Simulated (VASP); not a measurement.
# Cs (Fm-3m) in VASP: single point with PBEsol+D4

Aim: the single point of Cs with PBEsol+D4.

Everything below comes from runs of VASP 6.6.1. Logs are shortened: lines on timing, memory, paths and dates and some standing lists are left out, and cuts for length are marked.

**1. The cell of the first run**

It takes space group Fm-3m (No. 225, cubic). Conventional cell: a = 9.462 Å, b = 9.462 Å, c = 9.462 Å, α = 90.00°, β = 90.00°, γ = 90.00°.

**2. Single point, PBEsol+D4**

Contents of INCAR:

```
PREC = Accurate ; ENCUT = 520
EDIFF = 1E-6 ; ISMEAR = -1
SIGMA = 0.15 ; LREAL = False
LASPH = True ; NELM = 60
ALGO = Normal ; ISIF = 2
LWAVE = False ; LCHARG = False
GGA = PS ; IVDW = 13
NBANDS = 10
```

Contents of KPOINTS:

```
regular mesh
0
Gamma
  4 4 4
```

Contents of POSCAR:

```
Cs
1.0
    0.0000000000      4.7311220000      4.7311220000
    4.7311220000      0.0000000000      4.7311220000
    4.7311220000      4.7311220000      0.0000000000
Cs
1
Direct
    0.0000000000      0.0000000000      0.0000000000
```

Potentials or basis: VASP PAW PBE potentials, release 64 (Cs_sv).

Run with:

```sh
cat potpaw_PBE.64/Cs_sv/POTCAR > POTCAR
mpirun -np 1 vasp_std > vasp.out
```

OUTCAR:

```text
PREC = Accurate
   ENCUT = 520
   EDIFF = 1E-6
   ISMEAR = -1
   LREAL = False
   LASPH = True
   NELM = 60
   ISIF = 2
   GGA = PS
   IVDW = 13

 ion  position               nearest neighbor table
   1  0.000  0.000  0.000-

  LATTYP: Found a face centered cubic cell.
 ALAT       =     9.4622440000

  Lattice vectors:

 A1 = (   0.0000000000,   4.7311220000,   4.7311220000)
 A2 = (   4.7311220000,   0.0000000000,   4.7311220000)
 A3 = (   4.7311220000,   4.7311220000,   0.0000000000)

Analysis of symmetry for initial positions (statically):
=====================================================================
 Subroutine PRICEL returns:
 Original cell was already a primitive cell.

 Routine SETGRP: Setting up the symmetry group for a
 face centered cubic supercell.

 Subroutine GETGRP returns: Found 48 space group operations
[... 9 lines left out ...]

 Routine SETGRP: Setting up the symmetry group for a
 face centered cubic supercell.

 Subroutine GETGRP returns: Found 48 space group operations
[... 11 lines left out ...]
                                     Primitive cell

  volume of cell :     211.7983

  direct lattice vectors                    reciprocal lattice vectors
     0.000000000  4.731122000  4.731122000    -0.105683176  0.105683176  0.105683176
     4.731122000  0.000000000  4.731122000     0.105683176 -0.105683176  0.105683176
     4.731122000  4.731122000  0.000000000     0.105683176  0.105683176 -0.105683176

  length of vectors
     6.690816898  6.690816898  6.690816898     0.183048631  0.183048631  0.183048631

  position of ions in fractional coordinates (direct lattice)
     0.000000000  0.000000000  0.000000000

  ion indices of the primitive-cell ions
   primitive index   ion index
                 1           1

----------------------------------------------------------------------------------------

 KPOINTS: regular mesh

Automatic generation of k-mesh.
 Grid dimensions read from file:
 generate k-points for:    4    4    4

 Generating k-lattice:

  Cartesian coordinates                     Fractional coordinates (reciprocal lattice)
    -0.026420794  0.026420794  0.026420794     0.250000000  0.000000000  0.000000000
     0.026420794 -0.026420794  0.026420794     0.000000000  0.250000000  0.000000000
     0.026420794  0.026420794 -0.026420794     0.000000000  0.000000000  0.250000000

  Length of vectors
     0.045762158  0.045762158  0.045762158

  Shift w.r.t. Gamma in fractional coordinates (k-lattice)
     0.000000000  0.000000000  0.000000000

 Subroutine IBZKPT returns following result:
 ===========================================

 Found      8 irreducible k-points:

 Following reciprocal coordinates:
            Coordinates               Weight
  0.000000  0.000000  0.000000      1.000000
  0.250000  0.000000  0.000000      8.000000
  0.500000  0.000000  0.000000      4.000000
  0.250000  0.250000  0.000000      6.000000
  0.500000  0.250000  0.000000     24.000000
 -0.250000  0.250000  0.000000     12.000000
  0.500000  0.500000  0.000000      3.000000
 -0.250000  0.500000  0.250000      6.000000
   k-points           NKPTS =      8   k-points in BZ     NKDIM =      8   number of bands    NBANDS=     10
   number of dos      NEDOS =    301   number of ions     NIONS =      1
   total plane-waves  NPLWV = 125000
   dimension x,y,z NGX =    50 NGY =   50 NGZ =   50
   dimension x,y,z NGXF=   100 NGYF=  100 NGZF=  100
   ions per type =               1
   NGX,Y,Z   is equivalent  to a cutoff of  12.42, 12.42, 12.42 a.u.
   NGXF,Y,Z  is equivalent  to a cutoff of  24.85, 24.85, 24.85 a.u.
 SYSTEM =  unknown system
   PREC   = accura    normal or accurate (medium, high low for compatibility)
   ISTART =      0    job   : 0-new  1-cont  2-samecut
   ICHARG =      2    charge: 1-file 2-atom 10-const
   ISPIN  =      1    spin polarized calculation?
   LNONCOLLINEAR =      F non collinear calculations
   LSORBIT =      F    spin-orbit coupling
   LASPH  =      T    aspherical Exc in radial PAW
   ENCUT  =  520.0 eV  38.22 Ry    6.18 a.u.  12.44 12.44 12.44*2*pi/ulx,y,z
   NELM   =     60;   NELMIN=  2; NELMDL= -5     # of ELM steps
   EDIFF  = 0.1E-05   stopping-criterion for ELM
   LREAL  =      F    real-space projection
   EDIFFG = 0.1E-04   stopping-criterion for IOM
   NSW    =      0    number of steps for IOM
   IBRION =     -1    ionic relax: 0-MD 1-quasi-New 2-CG
   NFREE  =      0    steps in history (QN), initial steepest desc. (CG)
   ISIF   =      2    stress and relaxation
   ISYM   =      2    0-nonsym 1-usesym 2-fastsym
   POTIM  = 0.5000    time-step for ionic-motion
   TEBEG  =    0.0;   TEEND  =   0.0 temperature during run
   PSTRESS=    0.0 pullay stress
   NELECT =       9.0000    total number of electrons
   NUPDOWN=      -1.0000    fix difference up-down
   EMIN   =  10.00;   EMAX   =-10.00  energy-range for DOS
   EFERMI =   0.00;   METHOD = LEGACY
   ISMEAR =    -1;   SIGMA  =   0.15  broadening in eV -4-tet -1-fermi 0-gaus
   EFERMI_NEDOS =   21; number of points for ismear=-14 and -15
   IALGO  =     38    algorithm
   IMIX   =      4    mixing-type and parameters
     AMIX     =   0.40;   BMIX     =  1.00
     AMIX_MAG =   1.60;   BMIX_MAG =  1.00
  volume/ion in A,a.u.               =     211.80      1429.29
  Fermi-wavevector in a.u.,A,eV,Ry     =   0.571279  1.079561  4.440392  0.326360
  Thomas-Fermi vector in A             =   1.611677
   LORBIT       =      0    0 simple, 1 ext, 2 COOP (PROOUT), +10 PAW based schemes
   GGA     = PS    functional components
   LHFCALC =     F    Hartree Fock is set to
   AEXX    =    0.0000 exact exchange contribution
   IVDW    =    13    specifies the selected vdW correction
   LEPSILON=     F    determine dielectric tensor
   LRPA    =     F    only Hartree local field effects (RPA)
 non-spin polarized calculation
  energy-cutoff  :      520.00
  volume of cell :      211.80
 maximum number of plane-waves:      5769
 NGX is ok and might be reduce to    50
   NGX = 25   NGY = 25   NGZ = 25

 number of electron       9.0000002 magnetization

 Free energy of the ion-electron system (eV)
  ---------------------------------------------------
  ext. energy  EPLUGINS =         0.00000000
  ---------------------------------------------------
  free energy    TOTEN  =        -0.76830834 eV

  energy without entropy =       -0.64564965  energy(sigma->0) =       -0.70697900

 E-fermi :  -0.7099     XC(G=0):  -4.1243

 val. band max:       -0.8683209929   @ k =  -0.2500   0.2500   0.0000
 cond. band min:      -0.6484828416   @ k =   0.5000   0.0000   0.0000
 fundamental gap:      0.2198381514
 Fermi energy:        -0.7098875768

 k-point     1 :       0.0000    0.0000    0.0000
  band No.  band energies     occupation
      1     -25.0192      2.00000
      2     -11.7686      2.00000
      3     -11.7686      2.00000
      4     -11.7686      2.00000
      5      -1.8076      1.99867
      6       1.3747      0.00000
      7       1.3747      0.00000
      8       1.3747      0.00000
      9       2.0038      0.00000
     10       2.0038      0.00000

 k-point     2 :       0.2500    0.0000    0.0000
  band No.  band energies     occupation
      1     -25.0191      2.00000
      2     -11.7748      2.00000
      3     -11.7696      2.00000
      4     -11.7696      2.00000
      5      -1.4420      1.98493
      6       0.7291      0.00014
      7       1.4202      0.00000
      8       1.4202      0.00000
      9       1.9540      0.00000
     10       1.9540      0.00000

 k-point     3 :       0.5000    0.0000    0.0000
  band No.  band energies     occupation
      1     -25.0190      2.00000
      2     -11.7810      2.00000
      3     -11.7705      2.00000
      4     -11.7705      2.00000
      5      -0.6485      0.79813
      6      -0.2189      0.07299
      7       1.2959      0.00000
      8       1.2959      0.00000
      9       2.1075      0.00000
     10       2.4346      0.00000

 k-point     4 :       0.2500    0.2500    0.0000
  band No.  band energies     occupation
      1     -25.0191      2.00000
      2     -11.7746      2.00000
      3     -11.7710      2.00000
      4     -11.7710      2.00000
      5      -1.3195      1.96623
      6       0.8323      0.00007
      7       1.1893      0.00001
      8       1.5144      0.00000
      9       1.5144      0.00000
     10       2.1988      0.00000

 k-point     5 :       0.5000    0.2500    0.0000
  band No.  band energies     occupation
      1     -25.0190      2.00000
      2     -11.7790      2.00000
      3     -11.7738      2.00000
      4     -11.7720      2.00000
      5      -0.5545      0.52382
      6       0.1827      0.00520
      7       0.7422      0.00012
      8       1.4789      0.00000
      9       1.5080      0.00000
     10       2.3442      0.00000

 k-point     6 :      -0.2500    0.2500    0.0000
  band No.  band energies     occupation
      1     -25.0190      2.00000
      2     -11.7775      2.00000
      3     -11.7740      2.00000
      4     -11.7705      2.00000
      5      -0.8683      1.48394
      6       0.4807      0.00071
      7       0.6711      0.00020
      8       1.5063      0.00000
      9       1.9016      0.00000
     10       1.9610      0.00000

 k-point     7 :       0.5000    0.5000    0.0000
  band No.  band energies     occupation
      1     -25.0189      2.00000
      2     -11.7805      2.00000
      3     -11.7735      2.00000
      4     -11.7735      2.00000
      5      -0.2285      0.07764
      6       0.1500      0.00646
      7       0.5057      0.00060
      8       1.6191      0.00000
      9       1.8936      0.00000
     10       1.8936      0.00000

 k-point     8 :      -0.2500    0.5000    0.2500
  band No.  band energies     occupation
      1     -25.0189      2.00000
      2     -11.7770      2.00000
      3     -11.7770      2.00000
      4     -11.7735      2.00000
      5       0.1896      0.00496
      6       0.2830      0.00267
      7       0.2830      0.00267
      8       0.4598      0.00082
      9       2.1972      0.00000
     10       2.3447      0.00000

------------------------ aborting loop because EDIFF is reached ----------------------------------------

  DFT-D4 for vdW energy calculation

  Edisp (eV):   -0.54497

  FORCE on cell =-STRESS in cart. coord.  units (eV):
  Direction    XX          YY          ZZ          XY          YZ          ZX
  --------------------------------------------------------------------------------------
  -------------------------------------------------------------------------------------
  Total       0.32151     0.32151     0.32151     0.00000     0.00000     0.00000
  in kB       2.43208     2.43208     2.43208     0.00000     0.00000     0.00000
  external pressure =        2.43 kB  Pullay stress =        0.00 kB

 VOLUME and BASIS-vectors are now :
 -----------------------------------------------------------------------------
  energy-cutoff  :      520.00
  volume of cell :      211.80
      direct lattice vectors                 reciprocal lattice vectors
     0.000000000  4.731122000  4.731122000    -0.105683176  0.105683176  0.105683176
     4.731122000  0.000000000  4.731122000     0.105683176 -0.105683176  0.105683176
     4.731122000  4.731122000  0.000000000     0.105683176  0.105683176 -0.105683176

 POSITION                                       TOTAL-FORCE (eV/Angst)
 -----------------------------------------------------------------------------------
      0.00000      0.00000      0.00000         0.000000     -0.000000      0.000000
 -----------------------------------------------------------------------------------
    total drift:                               -0.000000     -0.000000     -0.000000

  FREE ENERGIE OF THE ION-ELECTRON SYSTEM (eV)
  ---------------------------------------------------
  free  energy   TOTEN  =        -1.3132817997 eV

  energy  without entropy=       -1.1906231077  energy(sigma->0) =       -1.25195245
```

Run time: 11 s. Hardware: 1 thread of AMD EPYC 9R45 (Zen 5), shared host; peak memory 0.28 GiB.

What came out:

* Free energy: -1.3133 eV
* Pressure: 0.2 GPa
* Dispersion energy per atom: -0.545 eV

Caveat: the PAW data sets were made with another functional, which shifts forces and pressure a little; spin-orbit coupling is left out, which moves the levels of the heavy elements; pairwise dispersion overbinds metals, which lowers pressure and volume.
